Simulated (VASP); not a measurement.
The system is SiC (Moissanite).

```
Si C
1.0
     3.09637    0.00000    0.00000
    -1.54819    2.68154    0.00000
     0.00000    0.00000    5.08143
Si C
2 2
Direct
  0.66667 0.33333 0.50000
  0.33333 0.66667 0.00000
  0.66667 0.33333 0.88500
  0.33333 0.66667 0.38500
```

Base run:

- Program: VASP 6.6.1
- Functional: BLYP
- Dispersion: D3(BJ)
- Potentials or basis: VASP PAW PBE potentials, release 64 (Si, C)
- Cutoff: 520 eV
- k mesh: 10 × 10 × 5
- Occupations: fermi-dirac, width 0.05 eV
- Spin: no spin polarisation

Its results: band gap on the k mesh 2.81 eV, indirect (least direct gap 4.29 eV); pressure -5.2 GPa; largest force 0.736 eV/Å.

**Question.** The run is repeated on the same cell with these changes: dispersion from D3(BJ) to D4. What comes out?

**Answer.** Band gap on the k mesh 2.81 eV, indirect (least direct gap 4.29 eV); pressure -3.8 GPa; largest force 0.706 eV/Å.

Caveats: the PAW data sets were made with another functional, which shifts forces and pressure a little.

A k mesh can miss the band edges.
